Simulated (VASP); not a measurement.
Write the native input for VASP 6.6.1 that does the following.

* Task: electric field gradients
* Functional: PBE
* Potentials or basis: VASP PAW PBE potentials, release 64 (Be, Te)
* Cutoff: 520 eV
* k mesh: 9 × 9 × 9
* Occupations: fermi-dirac, width 0.05 eV
* Spin: no spin polarisation
* Dipole correction: no
* Further INCAR settings: ALGO = Normal; EDIFF = 1e-08; NBANDS = 11

The structure of BeTe lies in POSCAR:

```
BeTe
1.0
    0.0000000000      2.6803100000      2.6803100000
    2.6803100000      0.0000000000      2.6803100000
    2.6803100000      2.6803100000      0.0000000000
Be Te
1 1
Direct
    0.5000000000      0.5000000000      0.5000000000
    0.0000000000      0.0000000000      0.0000000000
```

The input as run:

INCAR

```
ALGO     = Normal         # electronic algorithm
EDIFF    = 1E-8           # SCF threshold, eV
ENCUT    = 520            # plane-wave cutoff, eV
GGA      = PE             # functional
ISIF     = 2              # what is computed and relaxed
ISMEAR   = -1             # smearing method
LASPH    = True           # aspherical terms in the spheres
LCHARG   = False          # write CHGCAR
LEFG     = True         
LREAL    = False          # projectors in reciprocal space
LWAVE    = False          # write WAVECAR
NBANDS   = 11             # bands
NELM     = 60             # most SCF steps
PREC     = Accurate       # precision mode
SIGMA    = 0.05           # smearing width, eV
```

KPOINTS

```
k-points
0
Gamma
  9 9 9
```

Potentials or basis: VASP PAW PBE potentials, release 64 (Be, Te).

Command:

```bash
$ cat potpaw_PBE.64/Be/POTCAR potpaw_PBE.64/Te/POTCAR > POTCAR
$ mpirun -np 1 vasp_std > vasp.out
```

It gave:

* Pressure: 0.0 GPa
* Band gap on the k mesh: zero (band 4 reaches 7.46 eV, above the bottom of band 5 at 6.41 eV)

Caveat: without QUAD_EFG the Cq values of the log hold for a quadrupole moment of 1 mb, not for the nuclei; spin-orbit coupling is left out, which moves the levels of the heavy elements.

It took 27 s on 1 thread of Intel Xeon 8259CL (shared host), peak memory 0.16 GiB.
